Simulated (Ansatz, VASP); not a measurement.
This is a calculation of Ge for VASP 6.6.1.

File INCAR:

```
SYSTEM = Ge
ALGO = Normal ; EDIFF = 1E-6
ENCUT = 520 ; GGA = PE
GGA_COMPAT = .FALSE. ; ISIF = 2
ISMEAR = -1 ; LASPH = .TRUE.
LCHARG = .FALSE. ; LNONCOLLINEAR = .TRUE.
LORBIT = 11 ; LORBMOM = .TRUE.
LREAL = .FALSE. ; LSORBIT = .TRUE.
LWAVE = .FALSE. ; MAGMOM = 0 0 0 0 0 0
NBANDS = 40 ; NELM = 150
PREC = Accurate ; SIGMA = 0.05
```

Contents of KPOINTS:

```
k-points
0
G
  8 8 8
  0 0 0
```

The input POSCAR:

```
Ge
1.0
    0.0000000000      2.8843929095      2.8843929095
    2.8843929095      0.0000000000      2.8843929095
    2.8843929095      2.8843929095      0.0000000000
Ge
2
Direct
    0.7500000000      0.7500000000      0.7500000000
    0.5000000000      0.5000000000      0.5000000000
```

Potentials or basis: VASP PAW PBE potentials, release 64 (Ge_d).

Command:

```sh
$ cat potpaw_PBE.64/Ge_d/POTCAR > POTCAR
$ mpirun -np 1 vasp_ncl > vasp.out
```

Problem. Translate it to Ansatz 0.2.0. Potentials there: Ansatz PAW.

Solution. As run (the cutoff follows the program's own potentials):

The input input.yaml:

```yaml
crystal:
  lattice:
    - [0.0, 2.8843929095, 2.8843929095]
    - [2.8843929095, 0.0, 2.8843929095]
    - [2.8843929095, 2.8843929095, 0.0]
  atoms:
    - { symbol: Ge, position: [0.75, 0.75, 0.75] }
    - { symbol: Ge, position: [0.5, 0.5, 0.5] }
hamiltonian:
  xc: pbe
  pseudopotentials: { kind: paw_fr }
magnetization:
  noncollinear: true
  spin_orbit: true
kpoints:
  mp_grid: { grid: [8, 8, 8] }
scf:
  occupations: { method: fermi_dirac, width: 0.05 }
output:
  forces: true
  stress: true
  eigenvalues: true
```

Potentials or basis: Ansatz PAW.

Command:

```bash
$ ansatz run input.yaml --threads 2 --pin off --max-ram 5120MiB --backend cpu --events-out ev --progress --plain --runs-dir out
```

Both were run:

|  | VASP | Ansatz | Ansatz less VASP |
| --- | --- | --- | --- |
| pressure (GPa) | -0.2 | -0.2 | +0.03 |
